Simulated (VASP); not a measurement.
# Si16C17 (a cell with a defect) in VASP: a series of runs

Si16C17 (a cell with a defect) is run at these levels: PBE; tasks: single point.

Everything below comes from runs of VASP 6.6.1. Logs are shortened: lines on timing, memory, paths and dates and some standing lists are left out, and cuts for length are marked.

### 1 The cell of the first run

The cell holds a defect, 33 atoms: a = 7.586 Å, b = 7.586 Å, c = 7.586 Å, α = 109.47°, β = 109.47°, γ = 109.47°.

### 2 Single point, PBE

INCAR reads:

```
SYSTEM = Si16C17
PREC = Accurate
ENCUT = 520
EDIFF = 1E-6
ISMEAR = 0
SIGMA = 0.02
LREAL = Auto
LASPH = .True.
NELM = 80
ALGO = Normal
ISIF = 2
LWAVE = .False.
LCHARG = .True.
GGA = PE
LELF = .True.
LVHAR = .True.
NBANDS = 88
```

KPOINTS reads:

```
Automatic mesh
0
Gamma
  2 2 2
  0.5 0.5 0.5
```

POSCAR reads:

```
Si16C17
1.0
    4.3797259441      4.3797259441      4.3797259441
   -4.3797259441      4.3797259441     -4.3797259441
   -4.3797259441     -4.3797259441      4.3797259441
Si C
16 17
Direct
    0.2505715001     -0.0034981641     -0.0019840282
    0.2390488614      0.7377048339      0.2319436223
    0.4952655777      0.7468523240     -0.0031572752
    0.2417130692      0.4884347850      0.4902360393
    0.5021968333      0.5003372421      0.2498972570
    0.7501596086      0.5102932303      0.0053898350
    0.2474360300      0.2496900523      0.7457831932
    0.4936255208      0.2470747060      0.4947355217
    0.7539279951      0.2557448832      0.2672366981
    0.0095493418      0.2461509039     -0.0007084918
    0.4319513422     -0.0627305232      0.6798000692
    0.7459981610     -0.0012382053      0.5016952038
   -0.0011545243     -0.0014193810      0.2489772223
    0.7479257930      0.7519850653      0.7508121608
   -0.0112402010      0.7453991509      0.4954848837
   -0.0024194436      0.4981195234      0.7492606939
    0.4990972102      0.2489151180      0.2473408185
    0.4819293552     -0.0128272866      0.4699685611
    0.7474303282     -0.0017662064      0.2480325285
    0.4864695936      0.7296447405      0.7399034874
    0.7461471429      0.7490622797      0.4999526290
   -0.0010521206      0.7513811462      0.2505107657
    0.4974046385      0.4974525867     -0.0022444327
    0.7456269049      0.4952924059      0.7491179909
    0.0009496028      0.5029708544      0.5054468084
    0.2577883901      0.5000486396      0.2491485801
    0.8039368319      0.3027671176      0.0588561940
    0.0014055674      0.2515698503      0.7474901493
    0.2453591877      0.2449317637      0.4955223290
    0.0050403839     -0.0040791365      0.0029949363
    0.2357727431     -0.0049710873      0.7424884665
    0.2452692277      0.7447746826     -0.0089245310
    0.7016529206      0.1136799440     -0.1332602787
```

Potentials or basis: VASP PAW PBE potentials, release 64 (Si, C).

On the command line:

```console
cat potpaw_PBE.64/Si/POTCAR potpaw_PBE.64/C/POTCAR > POTCAR
mpirun -np 1 vasp_std > vasp.out
```

OUTCAR:

```text
SYSTEM = Si16C17
   PREC = Accurate
   ENCUT = 520
   EDIFF = 1E-6
   ISMEAR = 0
   LREAL = Auto
   LASPH = .True.
   NELM = 80
   ISIF = 2
   GGA = PE

 ion  position               nearest neighbor table
   1  0.251  0.997  0.998-  30 1.87  32 1.88  17 1.90  31 1.90  10 3.04   2 3.05   3 3.06   8 3.08
                            16 3.09  13 3.11  15 3.11  14 3.11   9 3.12   5 3.12   7 3.13  11 3.13
   2  0.239  0.738  0.232-  18 1.85  32 1.86  26 1.90  22 1.91  11 2.78  16 2.99   6 3.03   3 3.04
                            10 3.05   1 3.05   5 3.10  13 3.11  12 3.14   4 3.14
   3  0.495  0.747  0.997-  32 1.88  20 1.89  23 1.90  19 1.91   2 3.04   6 3.04   1 3.06   7 3.08
                            16 3.08  14 3.09   5 3.09  13 3.12  12 3.13   4 3.14
   4  0.242  0.488  0.490-  20 1.86  29 1.87  26 1.90  25 1.90  11 2.80   9 3.03  13 3.03  10 3.04
                             8 3.06   7 3.06   5 3.10  16 3.12  14 3.14   3 3.14   2 3.14
   5  0.502  0.500  0.250-  26 1.85  21 1.88  17 1.89  23 1.89  15 3.01   6 3.05  10 3.05   9 3.08
                             8 3.09  12 3.09   3 3.09   2 3.10  14 3.10   4 3.10   1 3.12   7 3.12
   6  0.750  0.510  0.005-  22 1.86  23 1.87  27 1.88  24 1.90  13 3.02   2 3.03  15 3.04   3 3.04
                             5 3.05  14 3.07   7 3.11  16 3.12
   7  0.247  0.250  0.746-  28 1.88  29 1.88  31 1.90  23 1.90  10 3.04   4 3.06  13 3.08   3 3.08
                             8 3.08  16 3.09  12 3.11   6 3.11  11 3.12   5 3.12  15 3.12   1 3.13
   8  0.494  0.247  0.495-  29 1.88  18 1.89  17 1.90  24 1.91   9 3.02   4 3.06  13 3.06   1 3.08
                             7 3.08   5 3.09  11 3.10  12 3.10  16 3.12  14 3.13
   9  0.754  0.256  0.267-  25 1.85  27 1.86  17 1.87  19 1.89  16 2.99   8 3.02   4 3.03  15 3.04
                            12 3.04   5 3.08  13 3.11   1 3.12
  10  0.010  0.246  0.999-  30 1.90  27 1.90  26 1.90  28 1.91  33 1.92   1 3.04   4 3.04   7 3.04
                             2 3.05   5 3.05  14 3.06  13 3.08  12 3.08  16 3.11
  11  0.432  0.937  0.680-  33 1.72  31 1.84  18 1.88  20 1.91  15 2.76   2 2.78   4 2.80  12 3.09
                             8 3.10   7 3.12   1 3.13  14 3.15
  12  0.746  0.999  0.502-  21 1.89  18 1.90  28 1.91  19 1.93   9 3.04  14 3.07  15 3.07  10 3.08
                             5 3.09  11 3.09  16 3.09   8 3.10   7 3.11   3 3.13  13 3.13   2 3.14
  13  0.999  0.999  0.249-  29 1.87  30 1.88  22 1.88  19 1.90   6 3.02   4 3.03   8 3.06   7 3.08
[... 8 lines left out ...]
  18  0.482  0.987  0.470-   2 1.85  11 1.88   8 1.89  12 1.90
  19  0.747  0.998  0.248-   9 1.89  13 1.90   3 1.91  12 1.93
  20  0.486  0.730  0.740-   4 1.86   3 1.89  14 1.90  11 1.91
  21  0.746  0.749  0.500-  15 1.86   5 1.88  12 1.89  14 1.89
  22  0.999  0.751  0.251-   6 1.86  13 1.88  15 1.90   2 1.91
[... 8 lines left out ...]
  31  0.236  0.995  0.742-  11 1.84  15 1.88   7 1.90   1 1.90
  32  0.245  0.745  0.991-   2 1.86  16 1.86   3 1.88   1 1.88
  33  0.702  0.114  0.867-  27 1.38  11 1.72  10 1.92

  LATTYP: Found a body centered cubic cell.
 ALAT       =     8.7594518882

  Lattice vectors:

 A1 = (   4.3797259441,   4.3797259441,   4.3797259441)
 A2 = (  -4.3797259441,   4.3797259441,  -4.3797259441)
 A3 = (  -4.3797259441,  -4.3797259441,   4.3797259441)

Analysis of symmetry for initial positions (statically):
=====================================================================
 Subroutine PRICEL returns:
 Original cell was already a primitive cell.

 Routine SETGRP: Setting up the symmetry group for a
 body centered cubic supercell.

 Subroutine GETGRP returns: Found  1 space group operations
 (whereof  1 operations were pure point group operations)
 out of a pool of 48 trial point group operations.

The static configuration has the point symmetry C_1 .

Analysis of symmetry for dynamics (positions and initial velocities):
=====================================================================
 Subroutine PRICEL returns:
 Original cell was already a primitive cell.

 Routine SETGRP: Setting up the symmetry group for a
 body centered cubic supercell.

 Subroutine GETGRP returns: Found  1 space group operations
 (whereof  1 operations were pure point group operations)
 out of a pool of 48 trial point group operations.

The dynamic configuration has the point symmetry C_1 .

 Subroutine INISYM returns: Found  1 space group operations
 (whereof  1 operations are pure point group operations),
 and found     1 'primitive' translations

----------------------------------------------------------------------------------------

                                     Primitive cell

  volume of cell :     336.0476

  direct lattice vectors                    reciprocal lattice vectors
[... 83 lines left out ...]
 Grid dimensions read from file:
 generate k-points for:    2    2    2

 Generating k-lattice:

  Cartesian coordinates                     Fractional coordinates (reciprocal lattice)
     0.000000000  0.057081197  0.057081197     0.500000000  0.000000000  0.000000000
    -0.057081197  0.057081197  0.000000000     0.000000000  0.500000000  0.000000000
    -0.057081197  0.000000000  0.057081197     0.000000000  0.000000000  0.500000000

  Length of vectors
     0.080725003  0.080725003  0.080725003

  Shift w.r.t. Gamma in fractional coordinates (k-lattice)
     0.500000000  0.500000000  0.500000000

 Subroutine IBZKPT returns following result:
 ===========================================

 Found      4 irreducible k-points:

 Following reciprocal coordinates:
            Coordinates               Weight
  0.250000  0.250000  0.250000      2.000000
 -0.250000  0.250000  0.250000      2.000000
  0.250000 -0.250000  0.250000      2.000000
  0.250000  0.250000 -0.250000      2.000000
   k-points           NKPTS =      4   k-points in BZ     NKDIM =      4   number of bands    NBANDS=     88
   number of dos      NEDOS =    301   number of ions     NIONS =     33
   total plane-waves  NPLWV = 175616
   dimension x,y,z NGX =    56 NGY =   56 NGZ =   56
   dimension x,y,z NGXF=   112 NGYF=  112 NGZF=  112
   ions per type =              16  17
   NGX,Y,Z   is equivalent  to a cutoff of  12.27, 12.27, 12.27 a.u.
   NGXF,Y,Z  is equivalent  to a cutoff of  24.54, 24.54, 24.54 a.u.
 SYSTEM =  Si16C17
   PREC   = accura    normal or accurate (medium, high low for compatibility)
   ISTART =      0    job   : 0-new  1-cont  2-samecut
   ICHARG =      2    charge: 1-file 2-atom 10-const
   ISPIN  =      1    spin polarized calculation?
   LNONCOLLINEAR =      F non collinear calculations
   LSORBIT =      F    spin-orbit coupling
   LASPH  =      T    aspherical Exc in radial PAW
   ENCUT  =  520.0 eV  38.22 Ry    6.18 a.u.  14.10 14.10 14.10*2*pi/ulx,y,z
   NELM   =     80;   NELMIN=  2; NELMDL= -5     # of ELM steps
   EDIFF  = 0.1E-05   stopping-criterion for ELM
   LREAL  =      T    real-space projection
   EDIFFG = 0.1E-04   stopping-criterion for IOM
   NSW    =      0    number of steps for IOM
   IBRION =     -1    ionic relax: 0-MD 1-quasi-New 2-CG
   NFREE  =      0    steps in history (QN), initial steepest desc. (CG)
   ISIF   =      2    stress and relaxation
   ISYM   =      2    0-nonsym 1-usesym 2-fastsym
   POTIM  = 0.5000    time-step for ionic-motion
   TEBEG  =    0.0;   TEEND  =   0.0 temperature during run
   PSTRESS=    0.0 pullay stress
   NELECT =     132.0000    total number of electrons
   NUPDOWN=      -1.0000    fix difference up-down
   EMIN   =  10.00;   EMAX   =-10.00  energy-range for DOS
   EFERMI =   0.00;   METHOD = LEGACY
   ISMEAR =     0;   SIGMA  =   0.02  broadening in eV -4-tet -1-fermi 0-gaus
   EFERMI_NEDOS =   21; number of points for ismear=-14 and -15
   IALGO  =     38    algorithm
   IMIX   =      4    mixing-type and parameters
     AMIX     =   0.40;   BMIX     =  1.00
     AMIX_MAG =   1.60;   BMIX_MAG =  1.00
  volume/ion in A,a.u.               =      10.18        68.72
  Fermi-wavevector in a.u.,A,eV,Ry     =   1.198945  2.265677 19.557950  1.437469
  Thomas-Fermi vector in A             =   2.334821
   LORBIT       =      0    0 simple, 1 ext, 2 COOP (PROOUT), +10 PAW based schemes
   GGA     = PE    functional components
   LHFCALC =     F    Hartree Fock is set to
   AEXX    =    0.0000 exact exchange contribution
   IVDW    =     0    specifies the selected vdW correction
   LEPSILON=     F    determine dielectric tensor
   LRPA    =     F    only Hartree local field effects (RPA)
 non-spin polarized calculation
 Gauss-broadening in eV      SIGMA  =   0.02
  energy-cutoff  :      520.00
  volume of cell :      336.05
 maximum number of plane-waves:      9092
   NGX = 29   NGY = 29   NGZ = 29

 number of electron     131.9999999 magnetization

 Free energy of the ion-electron system (eV)
  ---------------------------------------------------
  ext. energy  EPLUGINS =         0.00000000
  ---------------------------------------------------
  free energy    TOTEN  =      -243.61874171 eV

  energy without entropy =     -243.61874171  energy(sigma->0) =     -243.61874171

 E-fermi :   9.2688     XC(G=0): -11.3997

 val. band max:        9.1657718745   @ k =   0.2500   0.2500  -0.2500
 cond. band min:       9.7787752986   @ k =   0.2500   0.2500   0.2500
 fundamental gap:      0.6130034241
 Fermi energy:         9.2688439797

 k-point     1 :       0.2500    0.2500    0.2500
  band No.  band energies     occupation
      1      -7.5402      2.00000
      2      -6.2637      2.00000
      3      -6.1203      2.00000
      4      -6.0962      2.00000
      5      -4.9852      2.00000
      6      -3.6745      2.00000
[... 313 lines left out ...]
     77      13.3910      0.00000
     78      13.4880      0.00000
 [bands above 78 left out]

------------------------ aborting loop because EDIFF is reached ----------------------------------------

  FORCE on cell =-STRESS in cart. coord.  units (eV):
  Direction    XX          YY          ZZ          XY          YZ          ZX
  --------------------------------------------------------------------------------------
  -------------------------------------------------------------------------------------
  Total       11.9382782     14.7893189     16.0076635     -3.5870504      8.9768417     -5.3721656
  in kB       56.9182420     70.5111757     76.3198888    -17.1020142     42.7989731    -25.6129250
  external PRESSURE =      67.9164355 kB  Pullay stress =       0.0000000 kB

 VOLUME and BASIS-vectors are now :
 -----------------------------------------------------------------------------
  energy-cutoff  :      520.00
  volume of cell :      336.05
      direct lattice vectors                 reciprocal lattice vectors
     4.379725944  4.379725944  4.379725944     0.000000000  0.114162394  0.114162394
    -4.379725944  4.379725944 -4.379725944    -0.114162394  0.114162394  0.000000000
    -4.379725944 -4.379725944  4.379725944    -0.114162394  0.000000000  0.114162394

 POSITION                                       TOTAL-FORCE (eV/Angst)
 -----------------------------------------------------------------------------------
     -7.63801      1.09080      1.10407        -0.020423     -0.039634     -0.019311
     -3.19983      3.26206     -1.16813        -0.034243     -0.009572      0.050215
     -5.46778      1.07424      3.26402         0.021771     -0.018217     -0.019898
     -3.22767      1.05075      1.06653         0.056260     -0.067005      0.001470
     -1.08634      3.29634      1.10263         0.004914     -0.007010      0.001378
      1.02694      5.49683      1.07416        -0.054198      0.069545     -0.021373
[... 25 lines left out ...]
     -6.52834     -0.00452      2.15294        -0.029679     -0.019628      0.018351
     -1.22092     -0.22515      6.37124        -0.096345      0.134564     -0.081652
 -----------------------------------------------------------------------------------
    total drift:                                0.003772      0.039579      0.020401

  FREE ENERGIE OF THE ION-ELECTRON SYSTEM (eV)
  ---------------------------------------------------
  free  energy   TOTEN  =      -243.6187417057 eV

  energy  without entropy=     -243.6187417057  energy(sigma->0) =     -243.61874171
```

Wall time 97 s (1 thread of Intel Xeon 6975P-C (Granite Rapids), shared host); peak memory 0.43 GiB.

What came out:

| Property | Result |
| --- | --- |
| Free energy | -243.6187 eV |
| Pressure | 6.8 GPa |
| Largest force | 0.227 eV/Å |
| Band gap on the k mesh | 0.61 eV |

Forces in eV/Å, atoms in the order of the input:
```
Si  -0.020 -0.040 -0.019
Si  -0.034 -0.010  0.050
Si   0.022 -0.018 -0.020
Si   0.056 -0.067  0.001
Si   0.005 -0.007  0.001
Si  -0.054  0.070 -0.021
Si   0.037 -0.001  0.037
Si   0.011 -0.029  0.033
Si  -0.001  0.013 -0.058
Si   0.007  0.025 -0.050
Si   0.002 -0.098  0.153
Si   0.025  0.030 -0.010
Si   0.008  0.001 -0.026
Si   0.026 -0.026 -0.029
Si   0.010  0.005  0.013
Si   0.005  0.013  0.005
C   -0.006 -0.035 -0.005
C   -0.031 -0.025  0.095
C    0.014  0.017 -0.046
C    0.094 -0.098 -0.024
C    0.021  0.020 -0.001
C   -0.031  0.034  0.006
C    0.000  0.002  0.008
C    0.005  0.027 -0.007
C    0.025 -0.011 -0.012
C    0.013 -0.020  0.015
C   -0.161  0.159 -0.026
C    0.027  0.021  0.007
C    0.038 -0.030  0.022
C   -0.014 -0.016 -0.066
C    0.028 -0.020  0.038
C   -0.030 -0.020  0.018
C   -0.096  0.135 -0.082
```

Levels at points of the mesh, in eV from the valence-band top:
```tsv
k point	band 63	band 64	band 65	band 66	band 67	band 68	band 69	band 70
(0.25, 0.25, 0.25)	-1.72	-1.70	-1.60	-0.19	0.61	1.79	2.38	2.41
```

Caveat: semilocal functionals underestimate gaps, and a narrow one can read as zero.

[end of part 1 of 2]
